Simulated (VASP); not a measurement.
# B (P6/mmm) in VASP: further runs

B is run at these levels: r2SCAN; tasks: single point, relaxation of cell and atoms.

Program: VASP 6.6.1. These are calculated values, not measurements. Logs are shortened: lines on timing, memory, paths and dates and some standing lists are left out, and cuts for length are marked.

## (1) The cell of the first run

It takes space group P6/mmm (No. 191, hexagonal). The conventional cell has a = 2.062 Å, b = 2.062 Å, c = 1.927 Å, α = 90.00°, β = 90.00°, γ = 120.00°. B (site symmetry 6/mmm) has 8 B at 1.93 to 2.06 Å within 2.6 Å.

## (2) Single point, r2SCAN

File POSCAR:

```
B
1.0
    2.0622185300      0.0000000000      0.0000000000
   -1.0311092650      1.7859336352      0.0000000000
    0.0000000000      0.0000000000      1.9268854390
B
1
Direct
    0.0000000000      0.0000000000      0.0000000000
```

File INCAR.step1:

```
SYSTEM = B
  PREC = Accurate
  ENCUT = 520
  ISMEAR = 0
  SIGMA = 0.1
  LREAL = .FALSE.
  LASPH = .TRUE.
  NELM = 100
  NBANDS = 8
  GGA = PE
  ALGO = Normal
  EDIFF = 1E-4
  LWAVE = .TRUE.
  LCHARG = .FALSE.
```

File INCAR.step2:

```
SYSTEM = B
  PREC = Accurate
  ENCUT = 520
  EDIFF = 1E-6
  ISMEAR = 0
  SIGMA = 0.1
  LREAL = .FALSE.
  LASPH = .TRUE.
  NELM = 100
  ALGO = Normal
  ISIF = 2
  LWAVE = .FALSE.
  LCHARG = .TRUE.
  METAGGA = R2SCAN
  LMIXTAU = .TRUE.
  LELF = .TRUE.
  LVHAR = .TRUE.
  NBANDS = 8
  ISTART = 1
```

File KPOINTS:

```
Automatic mesh
0
G
  9 9 10
  0 0 0
```

Potentials or basis: VASP PAW PBE potentials, release 64 (B).

The run is started by

```sh
$ cat potpaw_PBE.64/B/POTCAR > POTCAR
$ cp INCAR.step1 INCAR
$ mpirun -np 1 vasp_std > vasp.out
$ cp INCAR.step2 INCAR
$ mpirun -np 1 vasp_std > vasp.out
```

OUTCAR:

```text
SYSTEM = B
   PREC = Accurate
   ENCUT = 520
   EDIFF = 1E-6
   ISMEAR = 0
   LREAL = .FALSE.
   LASPH = .TRUE.
   NELM = 100
   ISIF = 2
   METAGGA = R2SCAN
   ISTART = 1

 ion  position               nearest neighbor table
   1  0.000  0.000  0.000-

  LATTYP: Found a hexagonal cell.
 ALAT       =     2.0622185300
 C/A-ratio  =     0.9343750000

  Lattice vectors:

 A1 = (   2.0622185300,   0.0000000000,   0.0000000000)
 A2 = (  -1.0311092650,   1.7859336352,   0.0000000000)
 A3 = (   0.0000000000,   0.0000000000,   1.9268854390)

Analysis of symmetry for initial positions (statically):
=====================================================================
 Subroutine PRICEL returns:
 Original cell was already a primitive cell.

 Routine SETGRP: Setting up the symmetry group for a
 hexagonal supercell.

 Subroutine GETGRP returns: Found 24 space group operations
 (whereof 24 operations were pure point group operations)
 out of a pool of 24 trial point group operations.

The static configuration has the point symmetry D_6h.

Analysis of symmetry for dynamics (positions and initial velocities):
=====================================================================
 Subroutine PRICEL returns:
 Original cell was already a primitive cell.

 Routine SETGRP: Setting up the symmetry group for a
 hexagonal supercell.

 Subroutine GETGRP returns: Found 24 space group operations
 (whereof 24 operations were pure point group operations)
 out of a pool of 24 trial point group operations.

The dynamic configuration has the point symmetry D_6h.

 Subroutine INISYM returns: Found 24 space group operations
 (whereof 24 operations are pure point group operations),
 and found     1 'primitive' translations

----------------------------------------------------------------------------------------

                                     Primitive cell

  volume of cell :       7.0967

  direct lattice vectors                    reciprocal lattice vectors
     2.062218530  0.000000000  0.000000000     0.484914661  0.279965610  0.000000000
    -1.031109265  1.785933635  0.000000000     0.000000000  0.559931220  0.000000000
     0.000000000  0.000000000  1.926885439     0.000000000  0.000000000  0.518972213

  length of vectors
     2.062218530  2.062218530  1.926885439     0.559931220  0.559931220  0.518972213

  position of ions in fractional coordinates (direct lattice)
     0.000000000  0.000000000  0.000000000

  ion indices of the primitive-cell ions
   primitive index   ion index
                 1           1

----------------------------------------------------------------------------------------

 KPOINTS: Automatic mesh

Automatic generation of k-mesh.
 Grid dimensions read from file:
 generate k-points for:    9    9   10

 Generating k-lattice:

  Cartesian coordinates                     Fractional coordinates (reciprocal lattice)
     0.053879407  0.031107290  0.000000000     0.111111111  0.000000000  0.000000000
     0.000000000  0.062214580  0.000000000     0.000000000  0.111111111  0.000000000
     0.000000000  0.000000000  0.051897221     0.000000000  0.000000000  0.100000000

  Length of vectors
     0.062214580  0.062214580  0.051897221

  Shift w.r.t. Gamma in fractional coordinates (k-lattice)
     0.000000000  0.000000000  0.000000000

 Subroutine IBZKPT returns following result:
 ===========================================

 Found     72 irreducible k-points:

 Following reciprocal coordinates:
            Coordinates               Weight
  0.000000  0.000000  0.000000      1.000000
  0.111111 -0.000000  0.000000      6.000000
  0.222222 -0.000000  0.000000      6.000000
  0.333333 -0.000000  0.000000      6.000000
  0.444444 -0.000000  0.000000      6.000000
  0.111111  0.111111  0.000000      6.000000
[... 16 lines left out ...]
  0.333333  0.222222  0.100000     24.000000
  0.333333  0.333333  0.100000      4.000000
 [... further k-points ...]
   k-points           NKPTS =     72   k-points in BZ     NKDIM =     72   number of bands    NBANDS=      8
   number of dos      NEDOS =    301   number of ions     NIONS =      1
   total plane-waves  NPLWV =   3584
   dimension x,y,z NGX =    16 NGY =   16 NGZ =   14
   dimension x,y,z NGXF=    32 NGYF=   32 NGZF=   28
   ions per type =               1
   NGX,Y,Z   is equivalent  to a cutoff of  12.90, 12.90, 12.08 a.u.
   NGXF,Y,Z  is equivalent  to a cutoff of  25.80, 25.80, 24.16 a.u.
 SYSTEM =  B
   PREC   = accura    normal or accurate (medium, high low for compatibility)
   ISTART =      1    job   : 0-new  1-cont  2-samecut
   ICHARG =      0    charge: 1-file 2-atom 10-const
   ISPIN  =      1    spin polarized calculation?
   LNONCOLLINEAR =      F non collinear calculations
   LSORBIT =      F    spin-orbit coupling
   LASPH  =      T    aspherical Exc in radial PAW
   ENCUT  =  520.0 eV  38.22 Ry    6.18 a.u.   3.83  3.83  3.58*2*pi/ulx,y,z
   NELM   =    100;   NELMIN=  2; NELMDL=  0     # of ELM steps
   EDIFF  = 0.1E-05   stopping-criterion for ELM
   LREAL  =      F    real-space projection
   EDIFFG = 0.1E-04   stopping-criterion for IOM
   NSW    =      0    number of steps for IOM
   IBRION =     -1    ionic relax: 0-MD 1-quasi-New 2-CG
   NFREE  =      0    steps in history (QN), initial steepest desc. (CG)
   ISIF   =      2    stress and relaxation
   ISYM   =      2    0-nonsym 1-usesym 2-fastsym
   POTIM  = 0.5000    time-step for ionic-motion
   TEBEG  =    0.0;   TEEND  =   0.0 temperature during run
   PSTRESS=    0.0 pullay stress
   NELECT =       3.0000    total number of electrons
   NUPDOWN=      -1.0000    fix difference up-down
   EMIN   =  10.00;   EMAX   =-10.00  energy-range for DOS
   EFERMI =   0.00;   METHOD = LEGACY
   ISMEAR =     0;   SIGMA  =   0.10  broadening in eV -4-tet -1-fermi 0-gaus
   EFERMI_NEDOS =   21; number of points for ismear=-14 and -15
   IALGO  =     38    algorithm
   IMIX   =      4    mixing-type and parameters
     AMIX     =   0.40;   BMIX     =  1.00
     AMIX_MAG =   1.60;   BMIX_MAG =  1.00
  volume/ion in A,a.u.               =       7.10        47.89
  Fermi-wavevector in a.u.,A,eV,Ry     =   1.228655  2.321821 20.539261  1.509593
  Thomas-Fermi vector in A             =   2.363572
   LORBIT       =      0    0 simple, 1 ext, 2 COOP (PROOUT), +10 PAW based schemes
   METAGGA = R2SCAN    functional components
   LHFCALC =     F    Hartree Fock is set to
   AEXX    =    0.0000 exact exchange contribution
   IVDW    =     0    specifies the selected vdW correction
   LEPSILON=     F    determine dielectric tensor
   LRPA    =     F    only Hartree local field effects (RPA)
 non-spin polarized calculation
 Gauss-broadening in eV      SIGMA  =   0.10
  energy-cutoff  :      520.00
  volume of cell :        7.10
 maximum number of plane-waves:       201
 NGX is ok and might be reduce to    16
   NGX =  7   NGY =  7   NGZ =  7

 number of electron       3.0000000 magnetization

 Free energy of the ion-electron system (eV)
  ---------------------------------------------------
  ext. energy  EPLUGINS =         0.00000000
  ---------------------------------------------------
  free energy    TOTEN  =        -5.90470303 eV

  energy without entropy =       -5.90150982  energy(sigma->0) =       -5.90310642

 E-fermi :   6.8969     XC(G=0): -13.1017

 val. band max:        6.8493605361   @ k =   0.3333   0.2222   0.3000
 cond. band min:       6.9232910207   @ k =   0.3333   0.1111   0.4000
 fundamental gap:      0.0739304846
 Fermi energy:         6.8968612576

 k-point     1 :       0.0000    0.0000    0.0000
  band No.  band energies     occupation
      1      -9.7444      2.00000
      2      20.4879      0.00000
      3      22.3729      0.00000
      4      22.3729      0.00000
      5      31.4575      0.00000
      6      38.9181      0.00000
      7      38.9181      0.00000
      8      42.8954      0.00000

 k-point     2 :       0.1111   -0.0000    0.0000
  band No.  band energies     occupation
      1      -9.2383      2.00000
      2      19.7588      0.00000
      3      20.9095      0.00000
      4      21.3200      0.00000
      5      32.4653      0.00000
      6      35.1780      0.00000
      7      41.0897      0.00000
      8      45.4024      0.00000

 k-point     3 :       0.2222   -0.0000    0.0000
  band No.  band energies     occupation
      1      -7.7237      2.00000
      2      14.3584      0.00000
      3      19.2849      0.00000
      4      22.0962      0.00000
      5      30.2496      0.00000
      6      37.2306      0.00000
      7      45.3735      0.00000
      8      46.3944      0.00000

 k-point     4 :       0.3333   -0.0000    0.0000
  band No.  band energies     occupation
      1      -5.2234      2.00000
      2       8.5390      0.00000
      3      17.5463      0.00000
      4      23.7431      0.00000
      5      28.5538      0.00000
      6      39.9777      0.00000
      7      45.9190      0.00000
      8      47.8863      0.00000

 k-point     5 :       0.4444   -0.0000    0.0000
  band No.  band energies     occupation
      1      -1.9193      2.00000
      2       3.4253      2.00000
      3      16.6013      0.00000
      4      25.1032      0.00000
      5      27.8350      0.00000
      6      41.2770      0.00000
      7      44.6733      0.00000
      8      46.6815      0.00000
[... 177 lines left out ...]
 k-point    22 :       0.2222    0.2222    0.1000
  band No.  band energies     occupation
      1      -3.3641      2.00000
      2      10.0018      0.00000
      3      10.1835      0.00000
      4      23.0247      0.00000
      5      36.3783      0.00000
      6      37.7257      0.00000
      7      43.0026      0.00000
      8      48.0523      0.00000

 k-point    23 :       0.3333    0.2222    0.1000
  band No.  band energies     occupation
      1       0.0164      2.00000
      2       4.9601      2.00000
      3       9.1719      0.00000
      4      24.4311      0.00000
      5      36.8064      0.00000
      6      37.3722      0.00000
      7      44.3036      0.00000
      8      48.3461      0.00000

 k-point    24 :       0.3333    0.3333    0.1000
  band No.  band energies     occupation
      1       3.4937      2.00000
      2       3.4937      2.00000
      3       5.8381      2.00000
      4      24.9871      0.00000
      5      38.1415      0.00000
      6      38.1415      0.00000
      7      46.6320      0.00000
      8      46.6320      0.00000

 [... further k-points ...]
[... 5 lines left out ...]
  --------------------------------------------------------------------------------------
  -------------------------------------------------------------------------------------
  Total       -0.8728729     -0.8728729     -0.2042286      0.0000000      0.0000000     -0.0000000
  in kB     -197.0632853   -197.0632853    -46.1074615      0.0000000      0.0000000     -0.0000000
  external PRESSURE =    -146.7446774 kB  Pullay stress =       0.0000000 kB

 VOLUME and BASIS-vectors are now :
 -----------------------------------------------------------------------------
  energy-cutoff  :      520.00
  volume of cell :        7.10
      direct lattice vectors                 reciprocal lattice vectors
     2.062218530  0.000000000  0.000000000     0.484914661  0.279965610  0.000000000
    -1.031109265  1.785933635  0.000000000     0.000000000  0.559931220  0.000000000
     0.000000000  0.000000000  1.926885439     0.000000000  0.000000000  0.518972213

 POSITION                                       TOTAL-FORCE (eV/Angst)
 -----------------------------------------------------------------------------------
      0.00000      0.00000      0.00000         0.000000      0.000000      0.000000
 -----------------------------------------------------------------------------------
    total drift:                                0.000000      0.000000     -0.000000

  FREE ENERGIE OF THE ION-ELECTRON SYSTEM (eV)
  ---------------------------------------------------
  free  energy   TOTEN  =        -5.9047030261 eV

  energy  without entropy=       -5.9015098186  energy(sigma->0) =       -5.90310642
```

Run time: 13 s. Hardware: 1 thread of Intel Xeon 6975P-C (Granite Rapids), shared host; peak memory 0.11 GiB.

What came out:

```yaml
Free_energy: -5.9047 eV
Pressure: -14.7 GPa
```

Stress tensor (GPa, compression positive):
```
-19.71   0.00   0.00
  0.00 -19.71   0.00
  0.00   0.00  -4.61
```

Levels at points of the mesh, in eV from the Fermi level:
```
           k point  band 1  band 2  band 3  band 4  band 5  band 6
(0.00, 0.00, 0.00)  -16.64   13.59   15.48   15.48   24.56   32.02
(0.00, 0.00, 0.50)   -8.48   -7.22   18.92   18.92   32.70   39.37
```

Caveat: the k points lie up to 0.39 Å⁻¹ apart; the PAW data sets were made with another functional, which shifts forces and pressure a little.

(Part 1 of 2 ends here.)
